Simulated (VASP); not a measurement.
# C (a cell with a defect) in VASP: notebook, part 2 of 2

VASP 6.6.1.

## Step 4: Single point, LDA

The input, INCAR:

```
ALGO = Normal ; EDIFF = 1E-6
ENCUT = 520 ; ISIF = 2
ISMEAR = 0 ; LASPH = T
LCHARG = F ; LREAL = Auto
LWAVE = F ; NBANDS = 163
NELM = 60 ; PREC = Accurate
SIGMA = 0.02
```

The input, KPOINTS:

```
k-points
0
Gamma
  2 2 2
```

The input, POSCAR:

```
C
1.0
    7.1400000000      0.0000000000      0.0000000000
    0.0000000000      7.1400000000      0.0000000000
    0.0000000000      0.0000000000      7.1400000000
C
63
Direct
    0.5103179272     -0.0103488796      0.0120284314
    0.6239693277      0.1241029412      0.1236721289
    0.7497585434      0.2485827731     -0.0011390756
    0.8750694678      0.3740614846      0.1242385154
    0.7517950980     -0.0011117647      0.2506452381
    0.8755969188      0.1243455182      0.3745971989
    0.0014474790      0.0001175070     -0.0011228291
    0.1272434174      0.1245970588      0.1236714286
    0.2409037815      0.2590663866      0.0120357143
    0.3753530812      0.3727222689      0.1236791317
    0.4998250700      0.4985114846     -0.0011312325
    0.6253064426      0.6238261905      0.1242512605
    0.7513680672      0.7485862745      0.0001443978
    0.8761281513      0.8746336134      0.1242474790
    0.2509350140     -0.0003105042      0.2496086835
    0.3755973389      0.1243532213      0.3745978992
    0.5002670868      0.2490096639      0.2496004202
    0.6254792717      0.3742350140      0.3743735294
    0.7504380952      0.4991913165      0.2493855742
    0.8755914566      0.6243490196      0.3745938375
    0.5002623249     -0.0003110644      0.4995994398
    0.6239581232      0.1246103641      0.6255274510
    0.7518018207      0.2498159664      0.4985404762
    0.8761263305      0.3740666667      0.6249443978
    0.7497655462      0.0001303922      0.7503292717
    0.8756018207      0.1243533613      0.8745952381
   -0.0001689076      0.5001172269      0.0001385154
    0.1258784314      0.6248819328      0.1242485994
    0.2513635854      0.7501899160     -0.0011247899
    0.3758516807      0.8760074230      0.1236564426
   -0.0005962185      0.2498079832      0.2506410364
    0.1257092437      0.3742354342      0.3748194678
    0.2501359944      0.5005526611      0.2506498599
    0.3755845938      0.6243540616      0.3745948179
    0.5010558824      0.7481471989      0.2506505602
    0.6254719888      0.8744684874      0.3748187675
   -0.0005970588     -0.0011000000      0.4985501401
    0.1272521008      0.1241044818      0.6255319328
    0.2509415966      0.2490268908      0.4995922969
    0.3758427171      0.3727214286      0.6255243697
    0.5010609244      0.5005614846      0.4985427171
    0.6253077031      0.6248838936      0.6249417367
    0.7504385154      0.7495156863      0.4998023810
    0.8750712885      0.8746413165      0.6249449580
    0.2408985994     -0.0103687675      0.7371554622
    0.5103061625      0.2590761905      0.7371623249
    0.6232901961      0.3720561625      0.8738183473
    0.7513644258      0.5001245098      0.7490442577
    0.8755970588      0.6243529412      0.8745907563
    0.0007554622      0.7495049020      0.2493991597
    0.1257145658      0.8744661064      0.3743735294
    0.0007539216      0.4991950980      0.4997992997
    0.1258782913      0.6238229692      0.6249434174
    0.2501403361      0.7481595238      0.4985494398
    0.3753526611      0.8759880952      0.6255214286
    0.0014478992      0.2485872549      0.7503221289
    0.1279194678      0.3720327731      0.8753739496
    0.2513694678      0.4985221289      0.7503189076
    0.3755945378      0.6243546218      0.8745971989
    0.4998345938      0.7502022409      0.7503296919
    0.6233040616      0.8766616246      0.8753775910
   -0.0001676471      0.7485890756      0.7490535014
    0.1279203081      0.8766640056      0.8738207283
```

Command:

```bash
$ cat potpaw_LDA.64/C/POTCAR > POTCAR
$ mpirun -np 1 vasp_std > vasp.out
```

Run time: 8.6 min. Hardware: 1 thread of Intel Xeon Platinum 8488C (Sapphire Rapids), shared host; peak memory 0.48 GiB.

The run converged. Its results:

```yaml
Free_energy: -630.4297 eV
Pressure: -11.8 GPa
Largest_force: 0.052 eV/Å
Band_gap_on_the_k_mesh: zero (bands 126 and 127 overlap by 0.25 eV)
```

Forces on the atoms (eV/Å):
```
C   -0.029  0.026 -0.034
C    0.001  0.003  0.006
C   -0.001 -0.002  0.004
C    0.004  0.007  0.001
C    0.001  0.003 -0.001
C    0.003  0.000  0.004
C   -0.007 -0.002  0.001
C   -0.011 -0.009  0.005
C    0.023 -0.025 -0.034
C    0.012  0.010  0.003
C    0.005  0.008  0.005
C   -0.007 -0.002 -0.007
C   -0.001  0.000 -0.004
C    0.001  0.007 -0.005
C    0.002  0.002 -0.005
C    0.003 -0.002  0.006
C   -0.003  0.000 -0.001
C    0.002  0.002  0.001
C    0.003  0.004 -0.002
C    0.004 -0.001  0.006
C   -0.003  0.003  0.003
C    0.011 -0.018 -0.014
C    0.002 -0.004  0.005
C    0.000  0.008 -0.003
C   -0.004 -0.002  0.001
C    0.003 -0.002  0.006
C    0.008 -0.007 -0.007
C   -0.006 -0.004  0.000
C    0.005  0.003 -0.001
C   -0.002 -0.007  0.011
C    0.004 -0.002 -0.002
C    0.000  0.001  0.000
C    0.001 -0.006 -0.003
C    0.006 -0.001  0.005
C   -0.004  0.003 -0.003
C   -0.002  0.004  0.000
C    0.006  0.003  0.011
C   -0.013  0.013 -0.017
C    0.001 -0.004  0.003
C   -0.010  0.010 -0.015
C   -0.006 -0.007  0.012
C   -0.003 -0.001  0.000
C    0.004 -0.006 -0.001
C    0.002  0.004 -0.001
C    0.025  0.033  0.022
C   -0.030 -0.028  0.020
C    0.006  0.001  0.013
C    0.000 -0.003  0.001
C    0.002 -0.002  0.006
C   -0.004 -0.003 -0.003
C    0.001  0.006  0.003
C   -0.007  0.006 -0.001
C   -0.007  0.003 -0.001
C    0.001 -0.005  0.003
C    0.018 -0.009 -0.013
C    0.000 -0.006  0.001
C   -0.010  0.012 -0.008
C    0.003 -0.003  0.000
C    0.003 -0.002  0.005
C   -0.001  0.001  0.002
C    0.001 -0.003  0.002
C    0.002 -0.001 -0.001
C   -0.006 -0.008  0.013
```

Stress tensor (GPa, compression positive):
```
-12.52   0.00   0.01
  0.00 -12.51  -0.01
  0.01  -0.01 -10.50
```

Levels at points of the mesh, in eV from the Fermi level:
```csv
k point,band 124,band 125,band 126,band 127,band 128,band 129
"(0.00, 0.00, 0.00)",-2.16,-2.15,0.21,0.28,0.28,2.82
"(0.50, 0.00, 0.00)",-3.38,-2.33,-0.30,-0.04,0.04,2.66
"(0.00, 0.50, 0.00)",-3.38,-2.33,-0.30,-0.04,0.04,2.66
"(0.00, 0.00, 0.50)",-3.39,-2.33,-0.38,0.04,0.04,2.64
"(0.50, 0.50, 0.00)",-2.45,-2.38,-0.53,0.14,0.14,4.00
"(0.00, 0.50, 0.50)",-2.45,-2.35,-0.45,0.06,0.14,4.00
"(0.50, 0.00, 0.50)",-2.45,-2.35,-0.45,0.06,0.14,4.00
"(0.50, 0.50, 0.50)",-3.32,-3.29,0.08,0.14,0.14,4.30
```

Caveat: the k points lie up to 0.44 Å⁻¹ apart.
